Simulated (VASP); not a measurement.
A run of VASP 6.6.1:

File POSCAR:

```
HfVAs
1.0
    3.8799570000      0.0000000000      0.0000000000
    0.0000000000      3.8799570000      0.0000000000
    0.0000000000      0.0000000000      7.5730040000
V Hf As
2 2 2
Direct
    0.0000000000      0.0000000000      0.0000000000
    0.5000000000      0.5000000000      0.0000000000
    0.5000000000      0.0000000000      0.6400000000
    0.0000000000      0.5000000000      0.3600000000
    0.5000000000      0.0000000000      0.2550000000
    0.0000000000      0.5000000000      0.7450000000
```

File INCAR.step1:

```
SYSTEM = HfVAs
PREC = Accurate
ENCUT = 520
ISMEAR = -1
SIGMA = 0.1
LREAL = .False.
LASPH = .True.
NELM = 60
NBANDS = 37
GGA = PE
ALGO = Normal
EDIFF = 1E-4
LWAVE = .True.
LCHARG = .False.
```

The input INCAR.step2:

```
SYSTEM = HfVAs
PREC = Accurate
ENCUT = 520
EDIFF = 1E-6
ISMEAR = -1
SIGMA = 0.1
LREAL = .False.
LASPH = .True.
NELM = 60
ALGO = Normal
ISIF = 2
LWAVE = .False.
LCHARG = .True.
METAGGA = R2SCAN
LMIXTAU = .True.
LELF = .True.
LVHAR = .True.
NBANDS = 37
ISTART = 1
```

Contents of KPOINTS:

```
regular mesh
0
Gamma
  9 9 5
  0 0 0
```

Potentials or basis: VASP PAW PBE potentials, release 64 (V_sv, Hf_pv, As).

Run with:

```sh
$ cat potpaw_PBE.64/V_sv/POTCAR potpaw_PBE.64/Hf_pv/POTCAR potpaw_PBE.64/As/POTCAR > POTCAR
$ cp INCAR.step1 INCAR
$ mpirun -np 1 vasp_std > vasp.out
$ cp INCAR.step2 INCAR
$ mpirun -np 1 vasp_std > vasp.out
```

Hardware: 1 thread of AMD EPYC 7R13, with other jobs on the host.

**Question.** How long does it take, and how much memory?

**Answer.** It took 22 min on 1 thread of AMD EPYC 7R13 (shared host), peak memory 0.32 GiB. Counts: k points 45.
